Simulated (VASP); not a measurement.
# ZnMo3 (Pm-3m) in VASP: notebook, part 2 of 2

VASP 6.6.1.

## Step 4: Relaxation of cell and atoms, PBE, target pressure 30 GPa, at which the enthalpy is minimised

File INCAR:

```
SYSTEM = ZnMo3
ALGO = Normal
EDIFF = 1E-7
EDIFFG = -0.01
ENCUT = 600
GGA = PE
IBRION = 2
ISIF = 3
ISMEAR = -1
LASPH = .True.
LCHARG = .False.
LREAL = .False.
LWAVE = .False.
NELM = 100
NSW = 60
PREC = Accurate
PSTRESS = 300.0
SIGMA = 0.05
```

File KPOINTS:

```
k-points
0
Gamma
  7 7 7
  0 0 0
```

File POSCAR:

```
ZnMo3
1.0
    3.9431540000      0.0000000000      0.0000000000
    0.0000000000      3.9431540000      0.0000000000
    0.0000000000      0.0000000000      3.9431540000
Mo Zn
3 1
Direct
    0.5000000000      0.5000000000      0.0000000000
    0.5000000000      0.0000000000      0.5000000000
    0.0000000000      0.5000000000      0.5000000000
    0.0000000000      0.0000000000      0.0000000000
```

Potentials or basis: VASP PAW PBE potentials, release 64 (Mo_sv, Zn).

On the command line:

```
cat potpaw_PBE.64/Mo_sv/POTCAR potpaw_PBE.64/Zn/POTCAR > POTCAR
mpirun -np 1 vasp_std > vasp.out
```

OUTCAR:

```text
SYSTEM = ZnMo3
   EDIFF = 1E-7
   EDIFFG = -0.01
   ENCUT = 600
   GGA = PE
   IBRION = 2
   ISIF = 3
   ISMEAR = -1
   LASPH = .True.
   LREAL = .False.
   NELM = 100
   NSW = 60
   PREC = Accurate
   PSTRESS = 300.0

 ion  position               nearest neighbor table
   1  0.500  0.500  0.000-   2 2.79   3 2.79   4 2.79   2 2.79   3 2.79   2 2.79   4 2.79   2 2.79
                             3 2.79   4 2.79   3 2.79   4 2.79
   2  0.500  0.000  0.500-   1 2.79   3 2.79   4 2.79   1 2.79   4 2.79   1 2.79   3 2.79   1 2.79
                             3 2.79   4 2.79   4 2.79   3 2.79
   3  0.000  0.500  0.500-   1 2.79   2 2.79   4 2.79   1 2.79   4 2.79   2 2.79   4 2.79   4 2.79
                             1 2.79   2 2.79   1 2.79   2 2.79
   4  0.000  0.000  0.000-   1 2.79   2 2.79   3 2.79   2 2.79   3 2.79   1 2.79   3 2.79   3 2.79
                             1 2.79   2 2.79   2 2.79   1 2.79

  LATTYP: Found a simple cubic cell.
 ALAT       =     3.9431540000

  Lattice vectors:

 A1 = (   3.9431540000,   0.0000000000,   0.0000000000)
 A2 = (   0.0000000000,   3.9431540000,   0.0000000000)
 A3 = (   0.0000000000,   0.0000000000,   3.9431540000)

Analysis of symmetry for initial positions (statically):
=====================================================================
 Subroutine PRICEL returns:
 Original cell was already a primitive cell.

 Routine SETGRP: Setting up the symmetry group for a
 simple cubic supercell.

 Subroutine GETGRP returns: Found 48 space group operations
 (whereof 48 operations were pure point group operations)
 out of a pool of 48 trial point group operations.

The static configuration has the point symmetry O_h .

Analysis of symmetry for dynamics (positions and initial velocities):
=====================================================================
 Subroutine PRICEL returns:
 Original cell was already a primitive cell.

 Routine SETGRP: Setting up the symmetry group for a
 simple cubic supercell.

 Subroutine GETGRP returns: Found 48 space group operations
 (whereof 48 operations were pure point group operations)
 out of a pool of 48 trial point group operations.

The dynamic configuration has the point symmetry O_h .

 Subroutine INISYM returns: Found 48 space group operations
 (whereof 48 operations are pure point group operations),
 and found     1 'primitive' translations

----------------------------------------------------------------------------------------

                                     Primitive cell

  volume of cell :      61.3100

  direct lattice vectors                    reciprocal lattice vectors
     3.943154000  0.000000000  0.000000000     0.253604095  0.000000000  0.000000000
     0.000000000  3.943154000  0.000000000     0.000000000  0.253604095  0.000000000
     0.000000000  0.000000000  3.943154000     0.000000000  0.000000000  0.253604095

  length of vectors
     3.943154000  3.943154000  3.943154000     0.253604095  0.253604095  0.253604095

  position of ions in fractional coordinates (direct lattice)
     0.500000000  0.500000000  0.000000000
     0.500000000  0.000000000  0.500000000
     0.000000000  0.500000000  0.500000000
     0.000000000  0.000000000  0.000000000

  ion indices of the primitive-cell ions
   primitive index   ion index
                 1           1
                 2           2
                 3           3
                 4           4

----------------------------------------------------------------------------------------

 KPOINTS: k-points

Automatic generation of k-mesh.
 Grid dimensions read from file:
 generate k-points for:    7    7    7

 Generating k-lattice:

  Cartesian coordinates                     Fractional coordinates (reciprocal lattice)
     0.036229156  0.000000000  0.000000000     0.142857143  0.000000000  0.000000000
     0.000000000  0.036229156  0.000000000     0.000000000  0.142857143  0.000000000
     0.000000000  0.000000000  0.036229156     0.000000000  0.000000000  0.142857143

  Length of vectors
     0.036229156  0.036229156  0.036229156

  Shift w.r.t. Gamma in fractional coordinates (k-lattice)
     0.000000000  0.000000000  0.000000000

 Subroutine IBZKPT returns following result:
 ===========================================

 Found     20 irreducible k-points:

 Following reciprocal coordinates:
            Coordinates               Weight
  0.000000  0.000000  0.000000      1.000000
  0.142857  0.000000  0.000000      6.000000
  0.285714  0.000000  0.000000      6.000000
  0.428571  0.000000  0.000000      6.000000
  0.142857  0.142857  0.000000     12.000000
  0.285714  0.142857  0.000000     24.000000
[... 12 lines left out ...]
  0.428571  0.428571  0.285714     24.000000
  0.428571  0.428571  0.428571      8.000000
   k-points           NKPTS =     20   k-points in BZ     NKDIM =     20   number of bands    NBANDS=     32
   number of dos      NEDOS =    301   number of ions     NIONS =      4
   total plane-waves  NPLWV =  32768
   dimension x,y,z NGX =    32 NGY =   32 NGZ =   32
   dimension x,y,z NGXF=    64 NGYF=   64 NGZF=   64
   ions per type =               3   1
   NGX,Y,Z   is equivalent  to a cutoff of  13.49, 13.49, 13.49 a.u.
   NGXF,Y,Z  is equivalent  to a cutoff of  26.98, 26.98, 26.98 a.u.
 SYSTEM =  ZnMo3
   PREC   = accura    normal or accurate (medium, high low for compatibility)
   ISTART =      0    job   : 0-new  1-cont  2-samecut
   ICHARG =      2    charge: 1-file 2-atom 10-const
   ISPIN  =      1    spin polarized calculation?
   LNONCOLLINEAR =      F non collinear calculations
   LSORBIT =      F    spin-orbit coupling
   LASPH  =      T    aspherical Exc in radial PAW
   ENCUT  =  600.0 eV  44.10 Ry    6.64 a.u.   7.88  7.88  7.88*2*pi/ulx,y,z
   NELM   =    100;   NELMIN=  2; NELMDL= -5     # of ELM steps
   EDIFF  = 0.1E-06   stopping-criterion for ELM
   LREAL  =      F    real-space projection
   EDIFFG = -.1E-01   stopping-criterion for IOM
   NSW    =     60    number of steps for IOM
   IBRION =      2    ionic relax: 0-MD 1-quasi-New 2-CG
   NFREE  =      1    steps in history (QN), initial steepest desc. (CG)
   ISIF   =      3    stress and relaxation
   ISYM   =      2    0-nonsym 1-usesym 2-fastsym
   POTIM  = 0.5000    time-step for ionic-motion
   TEBEG  =    0.0;   TEEND  =   0.0 temperature during run
   PSTRESS=  300.0 pullay stress
   NELECT =      54.0000    total number of electrons
   NUPDOWN=      -1.0000    fix difference up-down
   EMIN   =  10.00;   EMAX   =-10.00  energy-range for DOS
   EFERMI =   0.00;   METHOD = LEGACY
   ISMEAR =    -1;   SIGMA  =   0.05  broadening in eV -4-tet -1-fermi 0-gaus
   EFERMI_NEDOS =   21; number of points for ismear=-14 and -15
   IALGO  =     38    algorithm
   IMIX   =      4    mixing-type and parameters
     AMIX     =   0.40;   BMIX     =  1.00
     AMIX_MAG =   1.60;   BMIX_MAG =  1.00
  volume/ion in A,a.u.               =      15.33       103.44
  Fermi-wavevector in a.u.,A,eV,Ry     =   1.569263  2.965477 33.505513  2.462586
  Thomas-Fermi vector in A             =   2.671171
   LORBIT       =      0    0 simple, 1 ext, 2 COOP (PROOUT), +10 PAW based schemes
   GGA     = PE    functional components
   LHFCALC =     F    Hartree Fock is set to
   AEXX    =    0.0000 exact exchange contribution
   IVDW    =     0    specifies the selected vdW correction
   LEPSILON=     F    determine dielectric tensor
   LRPA    =     F    only Hartree local field effects (RPA)
 conjugate gradient relaxation of ions
 non-spin polarized calculation
  energy-cutoff  :      600.00
  volume of cell :       61.31
 maximum number of plane-waves:      2103
 NGX is ok and might be reduce to    32
   NGX = 15   NGY = 15   NGZ = 15

--------------------------------------- Ionic step        1  -------------------------------------------

 number of electron      53.9999992 magnetization

 Free energy of the ion-electron system (eV)
  ---------------------------------------------------
  ext. energy  EPLUGINS =         0.00000000
  ---------------------------------------------------
  free energy    TOTEN  =       -33.19213531 eV

  energy without entropy =      -33.16177198  energy(sigma->0) =      -33.17695364

------------------------ aborting loop because EDIFF is reached ----------------------------------------

  FORCE on cell =-STRESS in cart. coord.  units (eV):
  Direction    XX          YY          ZZ          XY          YZ          ZX
  --------------------------------------------------------------------------------------
  -------------------------------------------------------------------------------------
  Total       -0.3200603     -0.3200603     -0.3200603     -0.0000000      0.0000000     -0.0000000
  in kB       -8.3639441     -8.3639441     -8.3639441     -0.0000000      0.0000000     -0.0000000
  external PRESSURE =    -308.3639441 kB  Pullay stress =     300.0000000 kB
[... 145 lines left out ...]
  enthalpy is  TOTEN    =       -22.4069875514 eV   P V=       10.2954773333

--------------------------------------- Ionic step        5  -------------------------------------------

 number of electron      54.0000003 magnetization

 Free energy of the ion-electron system (eV)
  ---------------------------------------------------
  ext. energy  EPLUGINS =         0.00000000
  ---------------------------------------------------
  free energy    TOTEN  =       -32.65154259 eV

  energy without entropy =      -32.62247199  energy(sigma->0) =      -32.63700729

 E-fermi :  11.8907     XC(G=0): -13.6846

 val. band max:       11.8886974501   @ k =   0.4286   0.4286   0.1429
 cond. band min:      11.8939104763   @ k =   0.2857   0.1429   0.0000
 fundamental gap:      0.0052130262
 Fermi energy:        11.8906996043

 k-point     1 :       0.0000    0.0000    0.0000
  band No.  band energies     occupation
      1     -49.1423      2.00000
      2     -48.7262      2.00000
      3     -48.7262      2.00000
      4     -23.7770      2.00000
      5     -23.7770      2.00000
      6     -23.7770      2.00000
[... 720 lines left out ...]
  FREE ENERGIE OF THE ION-ELECTRON SYSTEM (eV)
  ---------------------------------------------------
  free  energy   TOTEN  =       -32.6515425911 eV

  energy  without entropy=      -32.6224719911  energy(sigma->0) =      -32.63700729

  enthalpy is  TOTEN    =       -22.4084638638 eV   P V=       10.2430787273

 reached required accuracy - stopping structural energy minimisation
```

CONTCAR:

```text
ZnMo3
   1.00000000000000
     3.7961201185666633   -0.0000000000000000   -0.0000000000000000
    -0.0000000000000000    3.7961201185666633   -0.0000000000000000
     0.0000000000000000    0.0000000000000000    3.7961201185666633
  Mo              Zn
     3     1
Direct
     0.5000000000000000    0.5000000000000000    0.0000000000000000
     0.5000000000000000    0.0000000000000000    0.5000000000000000
     0.0000000000000000    0.5000000000000000    0.5000000000000000
     0.0000000000000000    0.0000000000000000    0.0000000000000000

  0.00000000E+00  0.00000000E+00  0.00000000E+00
  0.00000000E+00  0.00000000E+00  0.00000000E+00
  0.00000000E+00  0.00000000E+00  0.00000000E+00
  0.00000000E+00  0.00000000E+00  0.00000000E+00
```

Run time: 1.7 min. Hardware: 1 thread of Intel Xeon Platinum 8559C (Emerald Rapids), shared host; peak memory 0.21 GiB.

Results:

```
Free energy                                                : -32.6515 eV
Relaxed volume                                             : 13.68 Å³/atom
Relaxed cell                                               : a = 3.796 Å, b = 3.796 Å, c = 3.796 Å, α = 90.00°, β = 90.00°, γ = 90.00°
Space group after relaxing (to 0.1 Å)                      : Pm-3m (No. 221)
Energy change on relaxing (the run minimises the enthalpy) : +135.1 meV/atom
Ionic steps                                                : 5
Pressure after relaxing                                    : 30.0 GPa
Band gap on the k mesh                                     : zero (bands 27 and 28 overlap by 1.59 eV)
```

Step by step:
| step | energy change (eV) | largest force (eV/Å) | pressure (GPa) | volume (Å³) |
| --- | --- | --- | --- | --- |
| 1 | 0.0000 | 0.0000 | -0.84 | 61.31 |
| 2 | 12.1019 | 0.0000 | 257.12 | 38.68 |
| 3 | 0.3899 | 0.0000 | 24.80 | 55.59 |
| 4 | 0.4897 | 0.0000 | 28.31 | 54.98 |
| 5 | 0.5406 | 0.0000 | 30.01 | 54.70 |

Final structure:
```
Mo Zn
1.0
     3.79612    0.00000    0.00000
     0.00000    3.79612    0.00000
     0.00000    0.00000    3.79612
Mo Zn
3 1
Direct
  0.50000 0.50000 0.00000
  0.50000 0.00000 0.50000
  0.00000 0.50000 0.50000
  0.00000 0.00000 0.00000
```

Levels at points of the mesh, in eV from the Fermi level:
```
           k point  band 25  band 26  band 27  band 28  band 29  band 30
(0.00, 0.00, 0.00)     1.08     1.08     1.08     2.32     2.32     2.32
```

Caveat: the cell is relaxed towards a set pressure, so the run minimises the enthalpy, not the energy.

## Step 5: Summary

| cell | gap on the mesh (eV) | pressure (GPa) |
| --- | --- | --- |
| relaxed to 10 GPa | none | 9.9 |
| relaxed to 20 GPa | none | 20.0 |
| relaxed to 30 GPa | none | 30.0 |

Alike in all rows: task relaxation of cell and atoms; level PBE; potentials or basis VASP PAW PBE potentials, release 64 (Mo_sv, Zn); no spin polarisation; k mesh 7 × 7 × 7; cutoff (eV) 600; smearing fermi-dirac 0.05 eV.

Caveats: the cell is relaxed towards a set pressure, so the run minimises the enthalpy, not the energy.

Absolute energies hang on the potentials; compare differences alone.
